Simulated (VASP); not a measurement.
A run of VASP 6.6.1 is set up as follows.

INCAR

```
  PREC = Accurate
  ENCUT = 520
  EDIFF = 1E-6
  ISMEAR = 0
  SIGMA = 0.15
  LREAL = False
  LASPH = True
  NELM = 80
  ALGO = Fast
  ISIF = 2
  LWAVE = False
  LCHARG = False
  GGA = PS
  NBANDS = 13
```

File KPOINTS:

```
Automatic mesh
0
Gamma
  22 22 22
```

POSCAR

```
W
1.0
   -0.6418216363      1.7650094998      1.7650094998
    1.7650094998     -0.6418216363      1.7650094998
    1.7650094998      1.7650094998     -0.6418216363
W
1
Direct
    0.0000000000      0.0000000000      0.0000000000
```

Potentials or basis: VASP PAW PBE potentials, release 64 (W_sv).

Command:

```sh
$ cat potpaw_PBE.64/W_sv/POTCAR > POTCAR
$ mpirun -np 1 vasp_std > vasp.out
```

Task: Estimate the pressure.

Result: 11.4 GPa.

Task: Estimate the band gap on the k mesh.

Result: Zero (bands 7 and 8 overlap by 2.93 eV).

Stress tensor (GPa, compression positive):
```
11.37 13.18 13.18
13.18 11.37 13.18
13.18 13.18 11.37
```

Caveat: the cell stands under pressure; the PAW data sets were made with another functional, which shifts forces and pressure a little; spin-orbit coupling is left out, which moves the levels of the heavy elements.
